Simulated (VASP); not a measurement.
Wanted: the native input for a VASP 6.6.1 run.

```
Task                   : single point
Functional             : PBE
Potentials or basis    : VASP PAW PBE potentials, release 64 (Sr_sv, O)
Cutoff                 : 520 eV
k mesh                 : 2 × 2 × 2
Occupations            : methfessel-paxton, width 0.15 eV
Spin                   : no spin polarisation
Dipole correction      : no
Further INCAR settings : LREAL = Auto; ALGO = Normal; EDIFF = 1e-06; NBANDS = 74
```

The structure of Sr8O7 (a cell with a defect) lies in POSCAR:

```
Sr8O7
1.0
    0.0000000000      5.2135080000      5.2135080000
    5.2135080000      0.0000000000      5.2135080000
    5.2135080000      5.2135080000      0.0000000000
Sr O
8 7
Direct
   -0.0005456019     -0.0004358869     -0.0451625853
   -0.0005179814     -0.0004023203      0.5458097504
   -0.0104211023      0.4663373491      0.0218673300
    0.0094153495      0.5327804235      0.4787636271
    0.4662351146     -0.0103152235      0.0218650283
    0.5326844228      0.0095257358      0.4787552834
    0.4994877729      0.4995725527     -0.0244897486
    0.4994797169      0.4995667984      0.5251236787
    0.2529014053      0.2529961592      0.2540750873
    0.2528995832      0.2529993241      0.7397123012
   -0.0004952519      0.9996073661      0.2502900159
    0.2626227868      0.7364032049      0.7503299122
    0.7363077797      0.2627360503      0.7503194586
    0.7460608097      0.7461661131      0.2465633504
    0.7460616729      0.7461606465      0.7609000504
```

These files were run (other wordings do the same):

INCAR

```
  PREC = Accurate
  ENCUT = 520
  EDIFF = 1E-6
  ISMEAR = 1
  SIGMA = 0.15
  LREAL = Auto
  LASPH = T
  NELM = 80
  ALGO = Normal
  ISIF = 2
  LWAVE = F
  LCHARG = T
  GGA = PE
  LELF = T
  LVHAR = T
  NBANDS = 74
```

KPOINTS

```
Automatic mesh
0
Gamma
  2 2 2
```

Potentials or basis: VASP PAW PBE potentials, release 64 (Sr_sv, O).

Run with:

```bash
$ cat potpaw_PBE.64/Sr_sv/POTCAR potpaw_PBE.64/O/POTCAR > POTCAR
$ mpirun -np 1 vasp_std > vasp.out
```

Results of the run:

| Quantity | Value |
| --- | --- |
| Pressure | 4.3 GPa |
| Largest force | 0.073 eV/Å |
| Band gap on the k mesh | 0.07 eV |

Caveat: the k points lie up to 0.52 Å⁻¹ apart.

Run time: 4.4 min on 1 thread of Intel(R) Xeon(R) 6975P-C (Granite Rapids) (shared host), peak memory 0.46 GiB.
